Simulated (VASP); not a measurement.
# CuO (P4/mmm) in VASP: settings compared, part 2 of 2

VASP 6.6.1.

## Step 4: Single point, PBEsol

This run uses another cell than the first one, of 9.25 Å³/atom.

INCAR reads:

```
SYSTEM = CuO
PREC     = Accurate       ! precision mode
ENCUT    = 520            ! plane-wave cutoff, eV
EDIFF    = 1E-6           ! SCF threshold, eV
ISMEAR   = -1             ! smearing method
SIGMA    = 0.05           ! smearing width, eV
LREAL    = .False.        ! projectors in reciprocal space
LASPH    = .True.         ! aspherical terms in the spheres
NELM     = 60             ! most SCF steps
ALGO     = Normal         ! electronic algorithm
ISIF     = 2              ! what is computed and relaxed
LWAVE    = .False.        ! write WAVECAR
LCHARG   = .False.        ! write CHGCAR
GGA      = PS             ! functional
NBANDS   = 34             ! bands
```

KPOINTS reads:

```
Automatic mesh
0
Gamma
  7 7 7
  0 0 0
```

POSCAR reads:

```
CuO
1.0
    3.8132986152      0.0000000000      0.0000000000
    0.0000000000      3.8132986152      0.0000000000
    0.0000000000      0.0000000000      3.8183796629
Cu O
3 3
Direct
    0.5000000000      0.0000000000      0.5000000000
    0.0000000000      0.5000000000      0.5000000000
    0.0000000000      0.0000000000      0.0000000000
    0.0000000000      0.0000000000      0.5000000000
    0.5000000000      0.0000000000      0.0000000000
    0.0000000000      0.5000000000      0.0000000000
```

Potentials or basis: VASP PAW PBE potentials, release 64 (Cu, O).

Run with:

```
> cat potpaw_PBE.64/Cu/POTCAR potpaw_PBE.64/O/POTCAR > POTCAR
> mpirun -np 1 vasp_std > vasp.out
```

OUTCAR:

```text
SYSTEM = CuO
   PREC = Accurate
   ENCUT = 520
   EDIFF = 1E-6
   ISMEAR = -1
   LREAL = .False.
   LASPH = .True.
   NELM = 60
   ISIF = 2
   GGA = PS

 ion  position               nearest neighbor table
   1  0.500  0.000  0.500-   4 1.91   4 1.91   5 1.91   5 1.91   2 2.70   2 2.70   2 2.70   2 2.70
                             3 2.70   3 2.70   3 2.70   3 2.70
   2  0.000  0.500  0.500-   4 1.91   4 1.91   6 1.91   6 1.91   1 2.70   1 2.70   1 2.70   1 2.70
                             3 2.70   3 2.70   3 2.70   3 2.70
   3  0.000  0.000  0.000-   5 1.91   6 1.91   6 1.91   5 1.91   4 1.91   4 1.91   2 2.70   2 2.70
                             2 2.70   1 2.70   2 2.70   1 2.70   1 2.70   1 2.70
   4  0.000  0.000  0.500-   1 1.91   2 1.91   2 1.91   1 1.91   3 1.91   3 1.91
   5  0.500  0.000  0.000-   3 1.91   3 1.91   1 1.91   1 1.91
   6  0.000  0.500  0.000-   3 1.91   3 1.91   2 1.91   2 1.91

  LATTYP: Found a simple tetragonal cell.
 ALAT       =     3.8132986152
 C/A-ratio  =     1.0013324547

  Lattice vectors:

 A1 = (   3.8132986152,   0.0000000000,   0.0000000000)
 A2 = (   0.0000000000,   3.8132986152,   0.0000000000)
 A3 = (   0.0000000000,   0.0000000000,   3.8183796629)

Analysis of symmetry for initial positions (statically):
=====================================================================
 Subroutine PRICEL returns:
 Original cell was already a primitive cell.

 Routine SETGRP: Setting up the symmetry group for a
 simple tetragonal supercell.

 Subroutine GETGRP returns: Found 16 space group operations
 (whereof 16 operations were pure point group operations)
 out of a pool of 16 trial point group operations.

The static configuration has the point symmetry D_4h.

Analysis of symmetry for dynamics (positions and initial velocities):
=====================================================================
 Subroutine PRICEL returns:
 Original cell was already a primitive cell.

 Routine SETGRP: Setting up the symmetry group for a
 simple tetragonal supercell.

 Subroutine GETGRP returns: Found 16 space group operations
 (whereof 16 operations were pure point group operations)
 out of a pool of 16 trial point group operations.

The dynamic configuration has the point symmetry D_4h.

 Subroutine INISYM returns: Found 16 space group operations
 (whereof 16 operations are pure point group operations),
 and found     1 'primitive' translations

----------------------------------------------------------------------------------------

                                     Primitive cell

  volume of cell :      55.5240

  direct lattice vectors                    reciprocal lattice vectors
     3.813298615  0.000000000  0.000000000     0.262240150  0.000000000  0.000000000
     0.000000000  3.813298615  0.000000000     0.000000000  0.262240150  0.000000000
     0.000000000  0.000000000  3.818379663     0.000000000  0.000000000  0.261891192

  length of vectors
     3.813298615  3.813298615  3.818379663     0.262240150  0.262240150  0.261891192

  position of ions in fractional coordinates (direct lattice)
     0.500000000  0.000000000  0.500000000
     0.000000000  0.500000000  0.500000000
     0.000000000  0.000000000  0.000000000
     0.000000000  0.000000000  0.500000000
     0.500000000  0.000000000  0.000000000
     0.000000000  0.500000000  0.000000000

[... 39 lines left out ...]
  0.285714  0.000000  0.000000      4.000000
  0.428571  0.000000  0.000000      4.000000
  0.142857  0.142857  0.000000      4.000000
  0.285714  0.142857  0.000000      8.000000
[... 16 lines left out ...]
  0.285714  0.000000  0.285714      8.000000
  0.428571  0.000000  0.285714      8.000000
 [... further k-points ...]
   k-points           NKPTS =     40   k-points in BZ     NKDIM =     40   number of bands    NBANDS=     34
   number of dos      NEDOS =    301   number of ions     NIONS =      6
   total plane-waves  NPLWV =  21952
   dimension x,y,z NGX =    28 NGY =   28 NGZ =   28
   dimension x,y,z NGXF=    56 NGYF=   56 NGZF=   56
   ions per type =               3   3
   NGX,Y,Z   is equivalent  to a cutoff of  12.21, 12.21, 12.19 a.u.
   NGXF,Y,Z  is equivalent  to a cutoff of  24.41, 24.41, 24.38 a.u.
 SYSTEM =  CuO
   PREC   = accura    normal or accurate (medium, high low for compatibility)
   ISTART =      0    job   : 0-new  1-cont  2-samecut
   ICHARG =      2    charge: 1-file 2-atom 10-const
   ISPIN  =      1    spin polarized calculation?
   LNONCOLLINEAR =      F non collinear calculations
   LSORBIT =      F    spin-orbit coupling
   LASPH  =      T    aspherical Exc in radial PAW
   ENCUT  =  520.0 eV  38.22 Ry    6.18 a.u.   7.09  7.09  7.10*2*pi/ulx,y,z
   NELM   =     60;   NELMIN=  2; NELMDL= -5     # of ELM steps
   EDIFF  = 0.1E-05   stopping-criterion for ELM
   LREAL  =      F    real-space projection
   EDIFFG = 0.1E-04   stopping-criterion for IOM
   NSW    =      0    number of steps for IOM
   IBRION =     -1    ionic relax: 0-MD 1-quasi-New 2-CG
   NFREE  =      0    steps in history (QN), initial steepest desc. (CG)
   ISIF   =      2    stress and relaxation
   ISYM   =      2    0-nonsym 1-usesym 2-fastsym
   POTIM  = 0.5000    time-step for ionic-motion
   TEBEG  =    0.0;   TEEND  =   0.0 temperature during run
   PSTRESS=    0.0 pullay stress
   NELECT =      51.0000    total number of electrons
   NUPDOWN=      -1.0000    fix difference up-down
   EMIN   =  10.00;   EMAX   =-10.00  energy-range for DOS
   EFERMI =   0.00;   METHOD = LEGACY
   ISMEAR =    -1;   SIGMA  =   0.05  broadening in eV -4-tet -1-fermi 0-gaus
   EFERMI_NEDOS =   21; number of points for ismear=-14 and -15
   IALGO  =     38    algorithm
   IMIX   =      4    mixing-type and parameters
     AMIX     =   0.40;   BMIX     =  1.00
     AMIX_MAG =   1.60;   BMIX_MAG =  1.00
  volume/ion in A,a.u.               =       9.25        62.45
  Fermi-wavevector in a.u.,A,eV,Ry     =   1.591371  3.007254 34.456212  2.532460
  Thomas-Fermi vector in A             =   2.689921
   LORBIT       =      0    0 simple, 1 ext, 2 COOP (PROOUT), +10 PAW based schemes
   GGA     = PS    functional components
   LHFCALC =     F    Hartree Fock is set to
   AEXX    =    0.0000 exact exchange contribution
   IVDW    =     0    specifies the selected vdW correction
   LEPSILON=     F    determine dielectric tensor
   LRPA    =     F    only Hartree local field effects (RPA)
 non-spin polarized calculation
  energy-cutoff  :      520.00
  volume of cell :       55.52
 maximum number of plane-waves:      1505
   NGX = 15   NGY = 15   NGZ = 15

 number of electron      50.9999881 magnetization

 Free energy of the ion-electron system (eV)
  ---------------------------------------------------
  ext. energy  EPLUGINS =         0.00000000
  ---------------------------------------------------
  free energy    TOTEN  =       -29.80571982 eV

  energy without entropy =      -29.78707664  energy(sigma->0) =      -29.79639823

 E-fermi :   6.4035     XC(G=0): -12.5719

 val. band max:        6.3958318847   @ k =   0.4286   0.4286   0.4286
 cond. band min:       6.4615616712   @ k =   0.1429   0.0000   0.4286
 fundamental gap:      0.0657297865
 Fermi energy:         6.4034895488

 k-point     1 :       0.0000    0.0000    0.0000
  band No.  band energies     occupation
      1     -15.0908      2.00000
      2     -12.4452      2.00000
      3     -11.6103      2.00000
      4      -1.0952      2.00000
      5      -0.8079      2.00000
      6      -0.8079      2.00000
[... 877 lines left out ...]
     33      18.5380      0.00000
     34      20.0644      0.00000

 [... further k-points ...]

------------------------ aborting loop because EDIFF is reached ----------------------------------------

  FORCE on cell =-STRESS in cart. coord.  units (eV):
  Direction    XX          YY          ZZ          XY          YZ          ZX
  --------------------------------------------------------------------------------------
  -------------------------------------------------------------------------------------
  Total       10.7432225     10.7432225     10.8765840      0.0000000      0.0000000      0.0000000
  in kB      310.0019420    310.0019420    313.8501659      0.0000000      0.0000000      0.0000000
  external PRESSURE =     311.2846833 kB  Pullay stress =       0.0000000 kB

 VOLUME and BASIS-vectors are now :
 -----------------------------------------------------------------------------
  energy-cutoff  :      520.00
  volume of cell :       55.52
      direct lattice vectors                 reciprocal lattice vectors
     3.813298615  0.000000000  0.000000000     0.262240150  0.000000000  0.000000000
     0.000000000  3.813298615  0.000000000     0.000000000  0.262240150  0.000000000
     0.000000000  0.000000000  3.818379663     0.000000000  0.000000000  0.261891192

 POSITION                                       TOTAL-FORCE (eV/Angst)
 -----------------------------------------------------------------------------------
      1.90665      0.00000      1.90919         0.000000      0.000000      0.000000
      0.00000      1.90665      1.90919         0.000000      0.000000      0.000000
      0.00000      0.00000      0.00000         0.000000      0.000000      0.000000
      0.00000      0.00000      1.90919         0.000000      0.000000      0.000000
      1.90665      0.00000      0.00000         0.000000      0.000000      0.000000
      0.00000      1.90665      0.00000         0.000000      0.000000      0.000000
 -----------------------------------------------------------------------------------
    total drift:                                0.000000      0.000000      0.000000

  FREE ENERGIE OF THE ION-ELECTRON SYSTEM (eV)
  ---------------------------------------------------
  free  energy   TOTEN  =       -29.8057198177 eV

  energy  without entropy=      -29.7870766380  energy(sigma->0) =      -29.79639823
```

Run time: 61 s. Hardware: 1 thread of Intel Xeon Platinum 8488C (Sapphire Rapids), shared host; peak memory 0.19 GiB.

What came out:

- Free energy: -29.8057 eV
- Pressure: 31.1 GPa
- Band gap on the k mesh: zero (an odd number of electrons rules out a gap without spin polarisation)

Caveat: the cell stands under pressure; the PAW data sets were made with another functional, which shifts forces and pressure a little; an odd number of electrons without spin polarisation forces a metal; a magnetic or distorted state may lie lower; semilocal functionals often make such compounds metallic where correlation or magnetic order opens a gap, which also shifts bond lengths. With open d or f shells a metallic result of PBEsol can be an artefact of self-interaction; +U or a hybrid may open a gap.

## Step 5: Overview

```csv
task,level,potentials or basis,cell,k mesh,cutoff (eV),gap on the mesh (eV),pressure (GPa)
single point,revPBE,"VASP PAW PBE potentials, release 64 (Cu_sv_GW, O)","a = 4.161, b = 4.161, c = 3.888 Å, 6 atoms",7 × 7 × 7,820,none,4.7
relaxation of the atoms,PBEsol,"VASP PAW PBE potentials, release 64 (Cu, O)","atoms relaxed from a = 4.161, b = 4.161, c = 3.810 Å, 6 atoms",6 × 6 × 6,520,none,-0.2
single point,PBEsol,"VASP PAW PBE potentials, release 64 (Cu, O)","a = 3.813, b = 3.813, c = 3.818 Å, 6 atoms",7 × 7 × 7,520,none,31.1
```

Alike in all rows: no spin polarisation; smearing fermi-dirac 0.05 eV.

Caveats: the PAW data sets were made with another functional, which shifts forces and pressure a little; an odd number of electrons without spin polarisation forces a metal; a magnetic or distorted state may lie lower; semilocal functionals often make such compounds metallic where correlation or magnetic order opens a gap, which also shifts bond lengths; the cell stands under pressure (at least some runs).

Total energies depend on the potentials used, so only differences within one code and one set of settings carry meaning.

The gap in the log of VASP goes by the Fermi energy; the results here count the filled bands.